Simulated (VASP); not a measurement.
# Si2Ni (Fm-3m) in VASP: a series of runs, part 3 of 3

VASP 6.6.1. The steps go on from the part before.

## 6. Single point, PBEsol

Contents of INCAR:

```
ALGO = Normal ; EDIFF = 1E-6
ENCUT = 520 ; GGA = PS
ISIF = 2 ; ISMEAR = 0
LASPH = T ; LCHARG = T
LELF = T ; LREAL = F
LVHAR = T ; LWAVE = F
NBANDS = 16 ; NELM = 60
PREC = Accurate ; SIGMA = 0.15
```

Contents of KPOINTS:

```
k-points
0
Gamma
  18 18 18
```

Contents of POSCAR:

```
Si2Ni
1.0
    0.0000000000      2.6957048548      2.6957048548
    2.6957048548      0.0000000000      2.6957048548
    2.6957048548      2.6957048548      0.0000000000
Si Ni
2 1
Direct
    0.2500000000      0.2500000000      0.2500000000
    0.7500000000      0.7500000000      0.7500000000
    0.0000000000      0.0000000000      0.0000000000
```

Potentials or basis: VASP PAW PBE potentials, release 64 (Si, Ni).

Launch:

```bash
> cat potpaw_PBE.64/Si/POTCAR potpaw_PBE.64/Ni/POTCAR > POTCAR
> mpirun -np 1 vasp_std > vasp.out
```

OUTCAR:

```text
EDIFF = 1E-6
   ENCUT = 520
   GGA = PS
   ISIF = 2
   ISMEAR = 0
   LASPH = T
   LREAL = F
   NELM = 60
   PREC = Accurate

 ion  position               nearest neighbor table
   1  0.250  0.250  0.250-   3 2.33   3 2.33   3 2.33   3 2.33   2 2.70   2 2.70   2 2.70   2 2.70
                             2 2.70   2 2.70
   2  0.750  0.750  0.750-   3 2.33   3 2.33   3 2.33   3 2.33   1 2.70   1 2.70   1 2.70   1 2.70
                             1 2.70   1 2.70
   3  0.000  0.000  0.000-   2 2.33   2 2.33   2 2.33   1 2.33   2 2.33   1 2.33   1 2.33   1 2.33

  LATTYP: Found a face centered cubic cell.
 ALAT       =     5.3914097096

  Lattice vectors:

 A1 = (   0.0000000000,   2.6957048548,   2.6957048548)
 A2 = (   2.6957048548,   0.0000000000,   2.6957048548)
 A3 = (   2.6957048548,   2.6957048548,   0.0000000000)

Analysis of symmetry for initial positions (statically):
=====================================================================
 Subroutine PRICEL returns:
 Original cell was already a primitive cell.

 Routine SETGRP: Setting up the symmetry group for a
 face centered cubic supercell.

 Subroutine GETGRP returns: Found 48 space group operations
 (whereof 48 operations were pure point group operations)
 out of a pool of 48 trial point group operations.

The static configuration has the point symmetry O_h .

Analysis of symmetry for dynamics (positions and initial velocities):
=====================================================================
 Subroutine PRICEL returns:
 Original cell was already a primitive cell.

 Routine SETGRP: Setting up the symmetry group for a
 face centered cubic supercell.

 Subroutine GETGRP returns: Found 48 space group operations
 (whereof 48 operations were pure point group operations)
 out of a pool of 48 trial point group operations.

The dynamic configuration has the point symmetry O_h .

 Subroutine INISYM returns: Found 48 space group operations
 (whereof 48 operations are pure point group operations),
 and found     1 'primitive' translations

----------------------------------------------------------------------------------------

                                     Primitive cell

  volume of cell :      39.1784

  direct lattice vectors                    reciprocal lattice vectors
     0.000000000  2.695704855  2.695704855    -0.185480246  0.185480246  0.185480246
     2.695704855  0.000000000  2.695704855     0.185480246 -0.185480246  0.185480246
     2.695704855  2.695704855  0.000000000     0.185480246  0.185480246 -0.185480246

  length of vectors
     3.812302366  3.812302366  3.812302366     0.321261210  0.321261210  0.321261210

  position of ions in fractional coordinates (direct lattice)
     0.250000000  0.250000000  0.250000000
     0.750000000  0.750000000  0.750000000
     0.000000000  0.000000000  0.000000000

  ion indices of the primitive-cell ions
   primitive index   ion index
                 1           1
                 2           2
                 3           3

----------------------------------------------------------------------------------------

 KPOINTS: k-points

Automatic generation of k-mesh.
 Grid dimensions read from file:
 generate k-points for:   18   18   18

 Generating k-lattice:

  Cartesian coordinates                     Fractional coordinates (reciprocal lattice)
    -0.010304458  0.010304458  0.010304458     0.055555556  0.000000000  0.000000000
     0.010304458 -0.010304458  0.010304458     0.000000000  0.055555556  0.000000000
     0.010304458  0.010304458 -0.010304458     0.000000000  0.000000000  0.055555556

  Length of vectors
     0.017847845  0.017847845  0.017847845

  Shift w.r.t. Gamma in fractional coordinates (k-lattice)
     0.000000000  0.000000000  0.000000000

 Subroutine IBZKPT returns following result:
 ===========================================

 Found    195 irreducible k-points:

 Following reciprocal coordinates:
            Coordinates               Weight
  0.000000  0.000000  0.000000      1.000000
  0.055556  0.000000  0.000000      8.000000
  0.111111  0.000000  0.000000      8.000000
  0.166667  0.000000  0.000000      8.000000
  0.222222  0.000000  0.000000      8.000000
  0.277778  0.000000  0.000000      8.000000
[... 16 lines left out ...]
 -0.277778  0.055556  0.000000     24.000000
 -0.222222  0.055556  0.000000     24.000000
 [... further k-points ...]
   k-points           NKPTS =    195   k-points in BZ     NKDIM =    195   number of bands    NBANDS=     16
   number of dos      NEDOS =    301   number of ions     NIONS =      3
   total plane-waves  NPLWV =  21952
   dimension x,y,z NGX =    28 NGY =   28 NGZ =   28
   dimension x,y,z NGXF=    56 NGYF=   56 NGZF=   56
   ions per type =               2   1
   NGX,Y,Z   is equivalent  to a cutoff of  12.21, 12.21, 12.21 a.u.
   NGXF,Y,Z  is equivalent  to a cutoff of  24.42, 24.42, 24.42 a.u.
 SYSTEM =  unknown system
   PREC   = accura    normal or accurate (medium, high low for compatibility)
   ISTART =      0    job   : 0-new  1-cont  2-samecut
   ICHARG =      2    charge: 1-file 2-atom 10-const
   ISPIN  =      1    spin polarized calculation?
   LNONCOLLINEAR =      F non collinear calculations
   LSORBIT =      F    spin-orbit coupling
   LASPH  =      T    aspherical Exc in radial PAW
   ENCUT  =  520.0 eV  38.22 Ry    6.18 a.u.   7.09  7.09  7.09*2*pi/ulx,y,z
   NELM   =     60;   NELMIN=  2; NELMDL= -5     # of ELM steps
   EDIFF  = 0.1E-05   stopping-criterion for ELM
   LREAL  =      F    real-space projection
   EDIFFG = 0.1E-04   stopping-criterion for IOM
   NSW    =      0    number of steps for IOM
   IBRION =     -1    ionic relax: 0-MD 1-quasi-New 2-CG
   NFREE  =      0    steps in history (QN), initial steepest desc. (CG)
   ISIF   =      2    stress and relaxation
   ISYM   =      2    0-nonsym 1-usesym 2-fastsym
   POTIM  = 0.5000    time-step for ionic-motion
   TEBEG  =    0.0;   TEEND  =   0.0 temperature during run
   PSTRESS=    0.0 pullay stress
   NELECT =      18.0000    total number of electrons
   NUPDOWN=      -1.0000    fix difference up-down
   EMIN   =  10.00;   EMAX   =-10.00  energy-range for DOS
   EFERMI =   0.00;   METHOD = LEGACY
   ISMEAR =     0;   SIGMA  =   0.15  broadening in eV -4-tet -1-fermi 0-gaus
   EFERMI_NEDOS =   21; number of points for ismear=-14 and -15
   IALGO  =     38    algorithm
   IMIX   =      4    mixing-type and parameters
     AMIX     =   0.40;   BMIX     =  1.00
     AMIX_MAG =   1.60;   BMIX_MAG =  1.00
  volume/ion in A,a.u.               =      13.06        88.13
  Fermi-wavevector in a.u.,A,eV,Ry     =   1.263233  2.387163 21.711587  1.595757
  Thomas-Fermi vector in A             =   2.396600
   LORBIT       =      0    0 simple, 1 ext, 2 COOP (PROOUT), +10 PAW based schemes
   GGA     = PS    functional components
   LHFCALC =     F    Hartree Fock is set to
   AEXX    =    0.0000 exact exchange contribution
   IVDW    =     0    specifies the selected vdW correction
   LEPSILON=     F    determine dielectric tensor
   LRPA    =     F    only Hartree local field effects (RPA)
 non-spin polarized calculation
 Gauss-broadening in eV      SIGMA  =   0.15
  energy-cutoff  :      520.00
  volume of cell :       39.18
 maximum number of plane-waves:      1067
   NGX = 15   NGY = 15   NGZ = 15

 number of electron      17.9999996 magnetization

 Free energy of the ion-electron system (eV)
  ---------------------------------------------------
  ext. energy  EPLUGINS =         0.00000000
  ---------------------------------------------------
  free energy    TOTEN  =       -18.98646398 eV

  energy without entropy =      -18.97701757  energy(sigma->0) =      -18.98174077

 E-fermi :  10.4822     XC(G=0): -11.7355

 val. band max:       10.4803602304   @ k =   0.5000   0.3333   0.0000
 cond. band min:      10.4927677609   @ k =  -0.1667   0.1667   0.0556
 fundamental gap:      0.0124075305
 Fermi energy:        10.4821509832

 k-point     1 :       0.0000    0.0000    0.0000
  band No.  band energies     occupation
      1      -3.4486      2.00000
      2       5.2113      2.00000
      3       5.2113      2.00000
      4       5.2113      2.00000
      5       6.9142      2.00000
      6       6.9142      2.00000
[... 433 lines left out ...]
      3       5.3463      2.00000
      4       5.5099      2.00000
      5       6.7306      2.00000
      6       6.9131      2.00000
[... 8 lines left out ...]
     15      15.8231      0.00000
     16      17.1233      0.00000

 [... further k-points ...]

------------------------ aborting loop because EDIFF is reached ----------------------------------------

  FORCE on cell =-STRESS in cart. coord.  units (eV):
  Direction    XX          YY          ZZ          XY          YZ          ZX
  --------------------------------------------------------------------------------------
  -------------------------------------------------------------------------------------
  Total       -0.0111511     -0.0111511     -0.0111511      0.0000000      0.0000000     -0.0000000
  in kB       -0.4560186     -0.4560186     -0.4560186      0.0000000      0.0000000     -0.0000000
  external PRESSURE =      -0.4560186 kB  Pullay stress =       0.0000000 kB

 VOLUME and BASIS-vectors are now :
 -----------------------------------------------------------------------------
  energy-cutoff  :      520.00
  volume of cell :       39.18
      direct lattice vectors                 reciprocal lattice vectors
     0.000000000  2.695704855  2.695704855    -0.185480246  0.185480246  0.185480246
     2.695704855  0.000000000  2.695704855     0.185480246 -0.185480246  0.185480246
     2.695704855  2.695704855  0.000000000     0.185480246  0.185480246 -0.185480246

 POSITION                                       TOTAL-FORCE (eV/Angst)
 -----------------------------------------------------------------------------------
      1.34785      1.34785      1.34785        -0.000000     -0.000000     -0.000000
      4.04356      4.04356      4.04356         0.000000      0.000000      0.000000
      0.00000      0.00000      0.00000         0.000000     -0.000000      0.000000
 -----------------------------------------------------------------------------------
    total drift:                               -0.000000     -0.000000      0.000000

  FREE ENERGIE OF THE ION-ELECTRON SYSTEM (eV)
  ---------------------------------------------------
  free  energy   TOTEN  =       -18.9864639754 eV

  energy  without entropy=      -18.9770175730  energy(sigma->0) =      -18.98174077
```

Wall time 73 s (1 thread of AMD EPYC 9R45 (Zen 5), shared host); peak memory 0.21 GiB.

Results:

* Free energy: -18.9865 eV
* Pressure: 0.0 GPa
* Band gap on the k mesh: zero (bands 9 and 10 overlap by 2.13 eV)

Levels at points of the mesh, in eV from the Fermi level:
```
           k point  band 5  band 6  band 7  band 8  band 9  band 10  band 11  band 12  band 13  band 14
(0.00, 0.00, 0.00)   -3.57   -3.57   -0.21    1.72    1.72     1.72     2.24     2.24     2.24     4.73
(0.50, 0.00, 0.00)   -3.78   -3.39   -3.39   -1.46   -1.46     1.76     1.81     1.81     2.66     9.21
(0.50, 0.50, 0.00)   -4.56   -3.67   -3.67   -3.50   -3.16    -0.41     1.33     7.76     8.38     8.38
```

Caveat: the PAW data sets were made with another functional, which shifts forces and pressure a little. Spin polarisation is off, so any magnetic state and its effect on volume and gap are missing.

## 7. Overview

| task | cell | k mesh | cutoff (eV) | smearing | gap on the mesh (eV) | pressure (GPa) |
| --- | --- | --- | --- | --- | --- | --- |
| single point | a = 3.812 Å, angles 60.0°, 3 atoms, atomic positions A | 14 × 14 × 14 | 520 | gaussian 0.1 eV | none | 0.1 |
| relaxation of cell and atoms | relaxed from a = 3.815 Å, angles 60.0°, 3 atoms, atomic positions A | 14 × 14 × 14 | 600 | gaussian 0.1 eV | none | 0.0 |
| single point | a = 3.812 Å, angles 90.0, 60.0, 120.0°, 3 atoms, atomic positions B | 9 × 9 × 11 | 520 | gaussian 0.1 eV | none | 0.1 |
| single point | a = 3.812 Å, angles 60.0°, 3 atoms, atomic positions A | 16 × 16 × 16 | 520 | gaussian 0.15 eV | none | 0.0 |
| single point | a = 3.812 Å, angles 60.0°, 3 atoms, atomic positions A | 18 × 18 × 18 | 520 | gaussian 0.15 eV | none | 0.0 |

Alike in all rows: level PBEsol; potentials or basis VASP PAW PBE potentials, release 64 (Si, Ni); no spin polarisation.

Caveats: the PAW data sets were made with another functional, which shifts forces and pressure a little.

Total energies depend on the potentials used, so only differences within one code and one set of settings carry meaning.
